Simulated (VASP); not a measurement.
# Al in VASP: further runs

Al is run at these levels: PBE+D3(BJ); tasks: single point.

All numbers are computed with VASP 6.6.1; they aren't measurements. Logs are shortened: lines on timing, memory, paths and dates and some standing lists are left out, and cuts for length are marked.

## 1. The cell of the first run

The structure is orthorhombic, space group Immm (No. 71). The conventional cell has a = 2.619 Å, b = 3.013 Å, c = 3.982 Å, α = 90.00°, β = 90.00°, γ = 90.00°. Within 3.5 Å of Al (site symmetry mmm) lie 12 Al at 2.62 to 3.01 Å.

## 2. Single point, PBE+D3(BJ) (engineering shear strain xz -0.1400, normal strain along z +0.0000)

File INCAR:

```
PREC = Accurate
ENCUT = 520
EDIFF = 1E-6
ISMEAR = 0
SIGMA = 0.15
LREAL = False
LASPH = True
NELM = 80
ALGO = Fast
ISIF = 2
LWAVE = False
LCHARG = False
GGA = PE
IVDW = 12
NBANDS = 8
```

File KPOINTS:

```
regular mesh
0
Gamma
  20 20 20
```

File POSCAR:

```
Al
1.0
   -0.1393715455      1.9910220790      1.9910220790
    1.8516505335      0.0000000000      1.8516505335
    1.9910220790      1.9910220790     -0.1393715455
Al
1
Direct
    0.0000000000      0.0000000000      0.0000000000
```

Potentials or basis: VASP PAW PBE potentials, release 64 (Al).

On the command line:

```bash
cat potpaw_PBE.64/Al/POTCAR > POTCAR
mpirun -np 1 vasp_std > vasp.out
```

OUTCAR:

```text
PREC = Accurate
   ENCUT = 520
   EDIFF = 1E-6
   ISMEAR = 0
   LREAL = False
   LASPH = True
   NELM = 80
   ISIF = 2
   GGA = PE
   IVDW = 12
 IVDW          = 12

 ion  position               nearest neighbor table
   1  0.000  0.000  0.000-

  LATTYP: Found a body centered orthorhombic cell.
 ALAT       =     2.6186292973
 B/A-ratio  =     1.1505376344
 C/A-ratio  =     1.5206597445

  Lattice vectors:

 A1 = (   1.9910220790,  -1.9910220790,  -0.1393715455)
 A2 = (  -1.9910220790,  -1.9910220790,   0.1393715455)
 A3 = (   0.1393715455,   1.9910220790,  -1.9910220790)

Analysis of symmetry for initial positions (statically):
=====================================================================
 Subroutine PRICEL returns:
 Original cell was already a primitive cell.

 Routine SETGRP: Setting up the symmetry group for a
 body centered orthorhombic supercell.

 Subroutine GETGRP returns: Found  8 space group operations
 (whereof  8 operations were pure point group operations)
 out of a pool of  8 trial point group operations.

The static configuration has the point symmetry D_2h.

Analysis of symmetry for dynamics (positions and initial velocities):
=====================================================================
 Subroutine PRICEL returns:
 Original cell was already a primitive cell.

 Routine SETGRP: Setting up the symmetry group for a
 body centered orthorhombic supercell.

 Subroutine GETGRP returns: Found  8 space group operations
 (whereof  8 operations were pure point group operations)
 out of a pool of  8 trial point group operations.

The dynamic configuration has the point symmetry D_2h.

 Subroutine INISYM returns: Found  8 space group operations
 (whereof  8 operations are pure point group operations),
 and found     1 'primitive' translations

----------------------------------------------------------------------------------------

                                     Primitive cell

  volume of cell :      15.7081

  direct lattice vectors                    reciprocal lattice vectors
    -0.139371545  1.991022079  1.991022079    -0.234698412  0.251127301  0.234698412
     1.851650533  0.000000000  1.851650533     0.270029355 -0.251127301  0.270029355
     1.991022079  1.991022079 -0.139371545     0.234698412  0.251127301 -0.234698412

  length of vectors
     2.819177587  2.618629297  2.819177587     0.416211016  0.457052105  0.416211016

  position of ions in fractional coordinates (direct lattice)
     0.000000000  0.000000000  0.000000000

  ion indices of the primitive-cell ions
   primitive index   ion index
                 1           1

----------------------------------------------------------------------------------------

 KPOINTS: regular mesh

Automatic generation of k-mesh.
 Grid dimensions read from file:
 generate k-points for:   20   20   20

 Generating k-lattice:

  Cartesian coordinates                     Fractional coordinates (reciprocal lattice)
    -0.011734921  0.012556365  0.011734921     0.050000000  0.000000000  0.000000000
     0.013501468 -0.012556365  0.013501468    -0.000000000  0.050000000 -0.000000000
     0.011734921  0.012556365 -0.011734921     0.000000000  0.000000000  0.050000000

  Length of vectors
     0.020810551  0.022852605  0.020810551

  Shift w.r.t. Gamma in fractional coordinates (k-lattice)
     0.000000000  0.000000000  0.000000000

 Subroutine IBZKPT returns following result:
 ===========================================

 Found   1166 irreducible k-points:

 Following reciprocal coordinates:
            Coordinates               Weight
  0.000000  0.000000  0.000000      1.000000
  0.050000  0.000000  0.000000      4.000000
  0.100000  0.000000 -0.000000      4.000000
  0.150000  0.000000  0.000000      4.000000
  0.200000  0.000000 -0.000000      4.000000
  0.250000  0.000000  0.000000      4.000000
[... 16 lines left out ...]
 -0.450000  0.050000 -0.000000      8.000000
 -0.400000  0.050000 -0.000000      8.000000
 [... further k-points ...]
   k-points           NKPTS =   1166   k-points in BZ     NKDIM =   1166   number of bands    NBANDS=      8
   number of dos      NEDOS =    301   number of ions     NIONS =      1
   total plane-waves  NPLWV =  11520
   dimension x,y,z NGX =    24 NGY =   20 NGZ =   24
   dimension x,y,z NGXF=    48 NGYF=   40 NGZF=   48
   ions per type =               1
   NGX,Y,Z   is equivalent  to a cutoff of  14.15, 12.70, 14.15 a.u.
   NGXF,Y,Z  is equivalent  to a cutoff of  28.31, 25.39, 28.31 a.u.
 SYSTEM =  unknown system
   PREC   = accura    normal or accurate (medium, high low for compatibility)
   ISTART =      0    job   : 0-new  1-cont  2-samecut
   ICHARG =      2    charge: 1-file 2-atom 10-const
   ISPIN  =      1    spin polarized calculation?
   LNONCOLLINEAR =      F non collinear calculations
   LSORBIT =      F    spin-orbit coupling
   LASPH  =      T    aspherical Exc in radial PAW
   ENCUT  =  520.0 eV  38.22 Ry    6.18 a.u.   5.24  4.87  5.24*2*pi/ulx,y,z
   NELM   =     80;   NELMIN=  2; NELMDL= -5     # of ELM steps
   EDIFF  = 0.1E-05   stopping-criterion for ELM
   LREAL  =      F    real-space projection
   EDIFFG = 0.1E-04   stopping-criterion for IOM
   NSW    =      0    number of steps for IOM
   IBRION =     -1    ionic relax: 0-MD 1-quasi-New 2-CG
   NFREE  =      0    steps in history (QN), initial steepest desc. (CG)
   ISIF   =      2    stress and relaxation
   ISYM   =      2    0-nonsym 1-usesym 2-fastsym
   POTIM  = 0.5000    time-step for ionic-motion
   TEBEG  =    0.0;   TEEND  =   0.0 temperature during run
   PSTRESS=    0.0 pullay stress
   NELECT =       3.0000    total number of electrons
   NUPDOWN=      -1.0000    fix difference up-down
   EMIN   =  10.00;   EMAX   =-10.00  energy-range for DOS
   EFERMI =   0.00;   METHOD = LEGACY
   ISMEAR =     0;   SIGMA  =   0.15  broadening in eV -4-tet -1-fermi 0-gaus
   EFERMI_NEDOS =   21; number of points for ismear=-14 and -15
   IALGO  =     68    algorithm
   IMIX   =      4    mixing-type and parameters
     AMIX     =   0.40;   BMIX     =  1.00
     AMIX_MAG =   1.60;   BMIX_MAG =  1.00
  volume/ion in A,a.u.               =      15.71       106.00
  Fermi-wavevector in a.u.,A,eV,Ry     =   0.942773  1.781582 12.093132  0.888820
  Thomas-Fermi vector in A             =   2.070415
   LORBIT       =      0    0 simple, 1 ext, 2 COOP (PROOUT), +10 PAW based schemes
   GGA     = PE    functional components
   LHFCALC =     F    Hartree Fock is set to
   AEXX    =    0.0000 exact exchange contribution
   IVDW    =    12    specifies the selected vdW correction
   LEPSILON=     F    determine dielectric tensor
   LRPA    =     F    only Hartree local field effects (RPA)
 non-spin polarized calculation
 RMM-DIIS sequential band-by-band and
 Gauss-broadening in eV      SIGMA  =   0.15
  energy-cutoff  :      520.00
  volume of cell :       15.71
 maximum number of plane-waves:       439
 NGX is ok and might be reduce to    24
   NGX = 11   NGY =  9   NGZ = 11

 number of electron       3.0000000 magnetization

 Free energy of the ion-electron system (eV)
  ---------------------------------------------------
  ext. energy  EPLUGINS =         0.00000000
  ---------------------------------------------------
  free energy    TOTEN  =        -3.69256667 eV

  energy without entropy =       -3.68788675  energy(sigma->0) =       -3.69022671

 E-fermi :   8.5075     XC(G=0): -10.3679

 val. band max:        8.5065345872   @ k =   0.2500  -0.3000   0.1000
 cond. band min:       8.5082620791   @ k =   0.3500  -0.2500   0.1500
 fundamental gap:      0.0017274919
 Fermi energy:         8.5075389957

 k-point     1 :       0.0000    0.0000    0.0000
  band No.  band energies     occupation
      1      -2.9662      2.00000
      2      19.2981      0.00000
      3      20.8887      0.00000
      4      20.9226      0.00000
      5      21.6222      0.00000
      6      23.9032      0.00000
      7      25.9953      0.00000
      8      27.3397      0.00000

 k-point     2 :       0.0500    0.0000    0.0000
  band No.  band energies     occupation
      1      -2.9022      2.00000
      2      18.2394      0.00000
      3      20.1016      0.00000
      4      21.5824      0.00000
      5      22.8029      0.00000
      6      23.7164      0.00000
      7      26.2604      0.00000
      8      27.4242      0.00000

 k-point     3 :       0.1000    0.0000   -0.0000
  band No.  band energies     occupation
      1      -2.7103      2.00000
      2      16.3701      0.00000
      3      19.6993      0.00000
      4      22.1473      0.00000
      5      23.3321      0.00000
      6      24.3146      0.00000
      7      26.7900      0.00000
      8      27.2693      0.00000

 k-point     4 :       0.1500    0.0000    0.0000
  band No.  band energies     occupation
      1      -2.3911      2.00000
      2      14.4460      0.00000
      3      19.3978      0.00000
      4      22.7493      0.00000
      5      22.9377      0.00000
      6      25.2005      0.00000
      7      26.3100      0.00000
      8      26.7108      0.00000

 k-point     5 :       0.2000    0.0000   -0.0000
  band No.  band energies     occupation
      1      -1.9455      2.00000
      2      12.5729      0.00000
      3      19.1896      0.00000
      4      22.6019      0.00000
      5      23.1946      0.00000
      6      25.3100      0.00000
      7      25.8184      0.00000
      8      25.9879      0.00000
[... 177 lines left out ...]
 k-point    22 :       0.5000    0.0500   -0.0000
  band No.  band energies     occupation
      1       2.9189      2.00000
      2       3.8214      2.00000
      3      18.9485      0.00000
      4      20.5702      0.00000
      5      21.8729      0.00000
      6      22.3992      0.00000
      7      25.9311      0.00000
      8      26.7643      0.00000

 k-point    23 :      -0.4500    0.0500   -0.0000
  band No.  band energies     occupation
      1       2.6025      2.00000
      2       4.1688      2.00000
      3      19.2934      0.00000
      4      20.3692      0.00000
      5      21.6828      0.00000
      6      22.5349      0.00000
      7      25.6213      0.00000
      8      27.0117      0.00000

 k-point    24 :      -0.4000    0.0500   -0.0000
  band No.  band energies     occupation
      1       1.5086      2.00000
      2       5.5193      2.00000
      3      19.4848      0.00000
      4      20.5164      0.00000
      5      21.4418      0.00000
      6      22.9352      0.00000
      7      25.3374      0.00000
      8      27.3491      0.00000

 [... further k-points ...]

------------------------ aborting loop because EDIFF is reached ----------------------------------------

 Edisp (eV)   -0.35432

 E8    (eV) :    -0.1587

  FORCE on cell =-STRESS in cart. coord.  units (eV):
  Direction    XX          YY          ZZ          XY          YZ          ZX
  --------------------------------------------------------------------------------------
  -------------------------------------------------------------------------------------
  Total       0.32028     0.04159     0.32028    -0.00000     0.00000     0.69296
  in kB      32.66736     4.24217    32.66736    -0.00000     0.00000    70.67941
  external pressure =       23.19 kB  Pullay stress =        0.00 kB

 VOLUME and BASIS-vectors are now :
 -----------------------------------------------------------------------------
  energy-cutoff  :      520.00
  volume of cell :       15.71
      direct lattice vectors                 reciprocal lattice vectors
    -0.139371545  1.991022079  1.991022079    -0.234698412  0.251127301  0.234698412
     1.851650533  0.000000000  1.851650533     0.270029355 -0.251127301  0.270029355
     1.991022079  1.991022079 -0.139371545     0.234698412  0.251127301 -0.234698412

 POSITION                                       TOTAL-FORCE (eV/Angst)
 -----------------------------------------------------------------------------------
      0.00000      0.00000      0.00000         0.000000     -0.000000     -0.000000
 -----------------------------------------------------------------------------------
    total drift:                                0.000000      0.000000      0.000000

  FREE ENERGIE OF THE ION-ELECTRON SYSTEM (eV)
  ---------------------------------------------------
  free  energy   TOTEN  =        -4.0468909834 eV

  energy  without entropy=       -4.0422110588  energy(sigma->0) =       -4.04455102
```

Run time: 30 s. Hardware: 1 thread of Intel Xeon 6975P-C (Granite Rapids), shared host; peak memory 0.24 GiB.

What came out:

| Item | Value |
| --- | --- |
| Free energy | -4.0469 eV |
| Pressure | 2.3 GPa |
| Band gap on the k mesh | zero (an odd number of electrons rules out a gap without spin polarisation) |
| Dispersion energy per atom | -0.354 eV |

Caveat: the cell differs from its parent crystal (engineering shear strain xz -0.1400, normal strain along z +0.0000).

## 3. Single point, PBE+D3(BJ) (engineering shear strain xz -0.0933, normal strain along z +0.0000)

File INCAR:

```
SYSTEM = Al
PREC = Accurate ; ENCUT = 520
EDIFF = 1E-6 ; ISMEAR = 0
SIGMA = 0.15 ; LREAL = .False.
LASPH = .True. ; NELM = 100
ALGO = Normal ; ISIF = 2
LWAVE = .False. ; LCHARG = .False.
GGA = PE ; IVDW = 12
NBANDS = 8
```

File KPOINTS:

```
regular mesh
0
Gamma
  20 20 20
  0 0 0
```

File POSCAR:

```
Al
1.0
   -0.0928811800      1.9910220790      1.9910220790
    1.8981408990      0.0000000000      1.8981408990
    1.9910220790      1.9910220790     -0.0928811800
Al
1
Direct
    0.0000000000      0.0000000000      0.0000000000
```

Potentials or basis: VASP PAW PBE potentials, release 64 (Al).

On the command line:

```bash
cat potpaw_PBE.64/Al/POTCAR > POTCAR
mpirun -np 1 vasp_std > vasp.out
```

Run time: 29 s. Hardware: 1 thread of Intel Xeon 6975P-C (Granite Rapids), shared host; peak memory 0.24 GiB.

Results (log left out):

```yaml
Free_energy: -4.0738 eV
Pressure: 1.0 GPa
Band_gap_on_the_k_mesh: zero (an odd number of electrons rules out a gap without spin polarisation)
Dispersion_energy_per_atom: -0.353 eV
```

Stress tensor (GPa, compression positive):
```
 1.55  0.00  4.18
 0.00 -0.04  0.00
 4.18  0.00  1.55
```

Levels at points of the mesh, in eV from the Fermi level:
```tsv
k point	band 1	band 2	band 3	band 4	band 5	band 6
(0.00, 0.00, 0.00)	-11.46	11.43	12.65	13.11	13.79	14.49
(0.50, 0.00, 0.00)	-5.03	-5.02	11.37	12.07	13.14	13.25
(0.00, 0.50, 0.00)	-4.51	-3.84	10.43	10.84	11.33	11.94
(0.50, 0.50, 0.00)	-3.02	-1.56	5.28	5.85	5.86	9.54
(0.50, 0.00, 0.50)	-3.05	-1.65	4.17	4.83	7.66	10.09
```

Caveat: the cell differs from its parent crystal (engineering shear strain xz -0.0933, normal strain along z +0.0000).

## 4. Single point, PBE+D3(BJ) (engineering shear strain xz -0.1400, normal strain along z -0.0700)

File INCAR:

```
SYSTEM = Al
PREC = Accurate ; ENCUT = 520
EDIFF = 1E-6 ; ISMEAR = 0
SIGMA = 0.15 ; LREAL = .False.
LASPH = .True. ; NELM = 80
ALGO = Fast ; ISIF = 2
LWAVE = .False. ; LCHARG = .False.
GGA = PE ; IVDW = 12
NBANDS = 8
```

KPOINTS is that of step 3.

File POSCAR:

```
Al
1.0
   -0.1393715455      1.9910220790      1.8516505335
    1.8516505335      0.0000000000      1.7122789879
    1.9910220790      1.9910220790     -0.1393715455
Al
1
Direct
    0.0000000000      0.0000000000      0.0000000000
```

On the command line:

```bash
cat potpaw_PBE.64/Al/POTCAR > POTCAR
mpirun -np 1 vasp_std > vasp.out
```

Wall time 64 s (1 thread of Intel Xeon 6975P-C (Granite Rapids), shared host); peak memory 0.32 GiB.

The run converged. Its results:

| Quantity | Value |
| --- | --- |
| Free energy | -3.9785 eV |
| Pressure | 11.2 GPa |
| Band gap on the k mesh | zero (an odd number of electrons rules out a gap without spin polarisation) |
| Dispersion energy per atom | -0.382 eV |

Stress tensor (GPa, compression positive):
```
10.87  0.00 11.61
 0.00  6.56  0.00
11.61  0.00 16.20
```

Levels at points of the mesh, in eV from the Fermi level:
```csv
k point,band 1,band 2,band 3,band 4,band 5,band 6
"(0.00, 0.00, 0.00)",-11.97,11.16,12.63,13.08,13.87,16.40
"(0.50, 0.00, 0.00)",-5.45,-5.41,10.93,11.93,14.92,15.14
"(0.00, 0.50, 0.00)",-4.55,-3.49,10.12,10.44,12.50,12.63
"(0.50, 0.50, 0.00)",-2.29,-0.45,4.77,5.39,5.41,9.55
"(0.50, 0.00, 0.50)",-3.58,-2.18,4.07,4.79,10.04,12.04
"(0.00, 0.50, 0.50)",-3.51,-1.98,5.76,6.67,7.14,10.84
```

Caveat: the cell differs from its parent crystal (engineering shear strain xz -0.1400, normal strain along z -0.0700); the cell stands under pressure.

## 5. The runs side by side

```csv
cell,gap on the mesh (eV),pressure (GPa)
"a = 2.819, b = 2.619 Å, angles 62.3, 64.6, 62.3°, 1 atom",none,2.3
"a = 2.817, b = 2.684 Å, angles 61.5, 63.1, 61.5°, 1 atom",none,1.0
"a = 2.723, b = 2.522, c = 2.819 Å, angles 61.0, 63.5, 64.9°, 1 atom",none,11.2
```

Alike in all rows: task single point; level PBE+D3(BJ); potentials or basis VASP PAW PBE potentials, release 64 (Al); no spin polarisation; k mesh 20 × 20 × 20; cutoff (eV) 520; smearing gaussian 0.15 eV.

Caveats: the cell stands under pressure (at least some runs).

Absolute energies hang on the potentials; compare differences alone.
